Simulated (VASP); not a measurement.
# TePt (P6_3/mmc) in VASP: notebook

The runs below take TePt through single point, with PBEsol.

Everything below comes from runs of VASP 6.6.1. Logs are shortened: lines on timing, memory, paths and dates and some standing lists are left out, and cuts for length are marked.

## Step 1: The cell of the first run

The structure is hexagonal, space group P6_3/mmc (No. 194). Conventional cell: a = 4.176 Å, b = 4.176 Å, c = 5.546 Å, α = 90.00°, β = 90.00°, γ = 120.00°. Within 3.7 Å of Pt (site symmetry -3m) lie 2 Pt at 2.77 Å and 6 Te at 2.78 Å. Te (site symmetry -6m2) has 6 Pt at 2.78 Å and 6 Te at 3.67 Å within 3.7 Å.

## Step 2: Single point, PBEsol (20.94 Å³/atom)

INCAR

```
PREC = Accurate ; ENCUT = 520
EDIFF = 1E-6 ; ISMEAR = -1
SIGMA = 0.05 ; LREAL = F
LASPH = T ; NELM = 80
ALGO = Normal ; ISIF = 2
LWAVE = F ; LCHARG = T
GGA = PS ; LELF = T
LVHAR = T ; NBANDS = 24
```

KPOINTS

```
regular mesh
0
Gamma
  7 7 5
```

POSCAR

```
TePt
1.0
    4.1758578728      0.0000000000      0.0000000000
   -2.0879289364      3.6163990004      0.0000000000
    0.0000000000      0.0000000000      5.5461922223
Pt Te
2 2
Direct
    0.0000000000      0.0000000000      0.0000000000
    0.0000000000      0.0000000000      0.5000000000
    0.3333333333      0.6666666667      0.2500000000
    0.6666666667      0.3333333333      0.7500000000
```

Potentials or basis: VASP PAW PBE potentials, release 64 (Pt, Te).

The run is started by

```
$ cat potpaw_PBE.64/Pt/POTCAR potpaw_PBE.64/Te/POTCAR > POTCAR
$ mpirun -np 1 vasp_std > vasp.out
```

OUTCAR:

```text
PREC = Accurate
   ENCUT = 520
   EDIFF = 1E-6
   ISMEAR = -1
   LREAL = F
   LASPH = T
   NELM = 80
   ISIF = 2
   GGA = PS

 ion  position               nearest neighbor table
   1  0.000  0.000  0.000-   2 2.77   2 2.77   4 2.78   3 2.78   3 2.78   4 2.78   4 2.78   3 2.78

   2  0.000  0.000  0.500-   1 2.77   1 2.77   4 2.78   3 2.78   3 2.78   4 2.78   4 2.78   3 2.78

   3  0.333  0.667  0.250-   1 2.78   2 2.78   1 2.78   2 2.78   1 2.78   2 2.78   4 3.67   4 3.67
                             4 3.67   4 3.67   4 3.67   4 3.67
   4  0.667  0.333  0.750-   1 2.78   2 2.78   1 2.78   2 2.78   1 2.78   2 2.78   3 3.67   3 3.67
                             3 3.67   3 3.67   3 3.67   3 3.67

  LATTYP: Found a hexagonal cell.
 ALAT       =     4.1758578728
 C/A-ratio  =     1.3281563672

  Lattice vectors:

 A1 = (   4.1758578728,   0.0000000000,   0.0000000000)
 A2 = (  -2.0879289364,   3.6163990004,   0.0000000000)
 A3 = (   0.0000000000,   0.0000000000,   5.5461922223)

Analysis of symmetry for initial positions (statically):
=====================================================================
 Subroutine PRICEL returns:
 Original cell was already a primitive cell.

 Routine SETGRP: Setting up the symmetry group for a
 hexagonal supercell.

 Subroutine GETGRP returns: Found 24 space group operations
 (whereof 12 operations were pure point group operations)
 out of a pool of 24 trial point group operations.

The static configuration has the point symmetry D_3d.
 The point group associated with its full space group is D_6h.

Analysis of symmetry for dynamics (positions and initial velocities):
=====================================================================
 Subroutine PRICEL returns:
 Original cell was already a primitive cell.

 Routine SETGRP: Setting up the symmetry group for a
 hexagonal supercell.

 Subroutine GETGRP returns: Found 24 space group operations
 (whereof 12 operations were pure point group operations)
 out of a pool of 24 trial point group operations.

The dynamic configuration has the point symmetry D_3d.
 The point group associated with its full space group is D_6h.

 Subroutine INISYM returns: Found 24 space group operations
 (whereof 12 operations are pure point group operations),
 and found     1 'primitive' translations

----------------------------------------------------------------------------------------

                                     Primitive cell
[... 93 lines left out ...]
   NELM   =     80;   NELMIN=  2; NELMDL= -5     # of ELM steps
   EDIFF  = 0.1E-05   stopping-criterion for ELM
   LREAL  =      F    real-space projection
   EDIFFG = 0.1E-04   stopping-criterion for IOM
   NSW    =      0    number of steps for IOM
   IBRION =     -1    ionic relax: 0-MD 1-quasi-New 2-CG
   NFREE  =      0    steps in history (QN), initial steepest desc. (CG)
   ISIF   =      2    stress and relaxation
   ISYM   =      2    0-nonsym 1-usesym 2-fastsym
   POTIM  = 0.5000    time-step for ionic-motion
   TEBEG  =    0.0;   TEEND  =   0.0 temperature during run
   PSTRESS=    0.0 pullay stress
   NELECT =      32.0000    total number of electrons
   NUPDOWN=      -1.0000    fix difference up-down
   EMIN   =  10.00;   EMAX   =-10.00  energy-range for DOS
   EFERMI =   0.00;   METHOD = LEGACY
   ISMEAR =    -1;   SIGMA  =   0.05  broadening in eV -4-tet -1-fermi 0-gaus
   EFERMI_NEDOS =   21; number of points for ismear=-14 and -15
   IALGO  =     38    algorithm
   IMIX   =      4    mixing-type and parameters
     AMIX     =   0.40;   BMIX     =  1.00
     AMIX_MAG =   1.60;   BMIX_MAG =  1.00
  volume/ion in A,a.u.               =      20.94       141.30
  Fermi-wavevector in a.u.,A,eV,Ry     =   1.187916  2.244836 19.199795  1.411145
  Thomas-Fermi vector in A             =   2.324057
   LORBIT       =      0    0 simple, 1 ext, 2 COOP (PROOUT), +10 PAW based schemes
   GGA     = PS    functional components
   LHFCALC =     F    Hartree Fock is set to
   AEXX    =    0.0000 exact exchange contribution
   IVDW    =     0    specifies the selected vdW correction
   LEPSILON=     F    determine dielectric tensor
   LRPA    =     F    only Hartree local field effects (RPA)
 non-spin polarized calculation
  energy-cutoff  :      520.00
  volume of cell :       83.76
 maximum number of plane-waves:      2277
 NGX is ok and might be reduce to    32
   NGX = 15   NGY = 15   NGZ = 21

 number of electron      32.0000006 magnetization

 Free energy of the ion-electron system (eV)
  ---------------------------------------------------
  ext. energy  EPLUGINS =         0.00000000
  ---------------------------------------------------
  free energy    TOTEN  =       -21.82454524 eV

  energy without entropy =      -21.80352328  energy(sigma->0) =      -21.81403426

 E-fermi :   9.8895     XC(G=0): -11.4835

 val. band max:        9.8260164726   @ k =   0.4286   0.1429   0.2000
 cond. band min:       9.9002882428   @ k =   0.1429   0.1429   0.2000
 fundamental gap:      0.0742717703
 Fermi energy:         9.8895189166

 k-point     1 :       0.0000    0.0000    0.0000
  band No.  band energies     occupation
      1      -4.4232      2.00000
      2      -1.5783      2.00000
      3       2.3809      2.00000
      4       3.5470      2.00000
      5       3.5470      2.00000
      6       4.1741      2.00000
[... 637 lines left out ...]
     23      17.2813      0.00000
     24      17.5075      0.00000

------------------------ aborting loop because EDIFF is reached ----------------------------------------

  FORCE on cell =-STRESS in cart. coord.  units (eV):
  Direction    XX          YY          ZZ          XY          YZ          ZX
  --------------------------------------------------------------------------------------
  -------------------------------------------------------------------------------------
  Total        1.8758302      1.8758302      1.0752196      0.0000000      0.0000000     -0.0000000
  in kB       35.8828683     35.8828683     20.5679395      0.0000000      0.0000000     -0.0000000
  external PRESSURE =      30.7778920 kB  Pullay stress =       0.0000000 kB

 VOLUME and BASIS-vectors are now :
 -----------------------------------------------------------------------------
  energy-cutoff  :      520.00
  volume of cell :       83.76
      direct lattice vectors                 reciprocal lattice vectors
     4.175857873  0.000000000  0.000000000     0.239471752  0.138259080  0.000000000
    -2.087928936  3.616399000  0.000000000     0.000000000  0.276518161  0.000000000
     0.000000000  0.000000000  5.546192222     0.000000000  0.000000000  0.180303884

 POSITION                                       TOTAL-FORCE (eV/Angst)
 -----------------------------------------------------------------------------------
      0.00000      0.00000      0.00000         0.000000      0.000000      0.000000
      0.00000      0.00000      2.77310         0.000000      0.000000      0.000000
     -0.00000      2.41093      1.38655        -0.000000      0.000000      0.000000
      2.08793      1.20547      4.15964         0.000000     -0.000000     -0.000000
 -----------------------------------------------------------------------------------
    total drift:                                0.000000     -0.000000      0.000000

  FREE ENERGIE OF THE ION-ELECTRON SYSTEM (eV)
  ---------------------------------------------------
  free  energy   TOTEN  =       -21.8245452403 eV

  energy  without entropy=      -21.8035232780  energy(sigma->0) =      -21.81403426
```

stdout:

```text
POSCAR found type information on POSCAR PtTe
 POSCAR found :  2 types and       4 ions
 scaLAPACK will be used
 -----------------------------------------------------------------------------
|                                                                             |
|                                                                             |
|     You enforced a specific xc type in the INCAR file but a different       |
|     I HOPE YOU KNOW WHAT YOU ARE DOING!                                     |
|                                                                             |
 -----------------------------------------------------------------------------

 LDA part: xc-table for (Slater+PW92), standard interpolation
 POSCAR, INCAR and KPOINTS ok, starting setup
 FFT: planning ... GRIDC
 FFT: planning ... GRID_SOFT
 FFT: planning ... GRID
 WAVECAR not read
 entering main loop
```

It took 67 s on 1 thread of AMD EPYC 7R13, shared host; peak memory 0.19 GiB.

What came out:

| Item | Value |
| --- | --- |
| Free energy | -21.8245 eV |
| Pressure | 3.1 GPa |
| Band gap on the k mesh | zero (bands 16 and 17 overlap by 1.01 eV) |

Stress tensor (GPa, compression positive):
```
3.59 0.00 0.00
0.00 3.59 0.00
0.00 0.00 2.06
```

Caveat: the cell stands under pressure; the PAW data sets were made with another functional, which shifts forces and pressure a little; spin-orbit coupling is left out, which moves the levels of the heavy elements.

## Step 3: Single point, PBEsol (21.38 Å³/atom)

This run uses another cell than the first one, of 21.38 Å³/atom.

INCAR

```
SYSTEM = TePt
ALGO = Normal ; EDIFF = 1E-6
ENCUT = 520 ; GGA = PS
ISIF = 2 ; ISMEAR = -1
LASPH = .TRUE. ; LCHARG = .FALSE.
LREAL = .FALSE. ; LWAVE = .FALSE.
NBANDS = 24 ; NELM = 60
PREC = Accurate ; SIGMA = 0.05
```

KPOINTS

```
k-points
0
G
  7 7 5
  0 0 0
```

POSCAR

```
TePt
1.0
    4.2052662916      0.0000000000      0.0000000000
   -2.1026331458      3.6418674381      0.0000000000
    0.0000000000      0.0000000000      5.5852512009
Pt Te
2 2
Direct
    0.0000000000      0.0000000000      0.0000000000
    0.0000000000      0.0000000000      0.5000000000
    0.3333333333      0.6666666667      0.2500000000
    0.6666666667      0.3333333333      0.7500000000
```

Potentials or basis: VASP PAW PBE potentials, release 64 (Pt, Te).

The run is started by

```
$ cat potpaw_PBE.64/Pt/POTCAR potpaw_PBE.64/Te/POTCAR > POTCAR
$ mpirun -np 1 vasp_std > vasp.out
```

Run time: 77 s. Hardware: 1 thread of AMD EPYC 7R13, shared host; peak memory 0.19 GiB.

It converged, with:

* Free energy: -21.8419 eV
* Pressure: 0.0 GPa
* Band gap on the k mesh: zero (bands 16 and 17 overlap by 1.00 eV)

Stress tensor (GPa, compression positive):
```
 0.54  0.00  0.00
 0.00  0.54  0.00
 0.00  0.00 -1.08
```

Levels at points of the mesh, in eV from the Fermi level:
```csv
k point,band 13,band 14,band 15,band 16,band 17,band 18,band 19,band 20
"(0.00, 0.00, 0.00)",-1.65,-1.65,0.19,0.51,1.61,1.66,2.22,2.22
```

Caveat: the PAW data sets were made with another functional, which shifts forces and pressure a little; spin-orbit coupling is left out, which moves the levels of the heavy elements.

(Continued in part 2 of 2.)
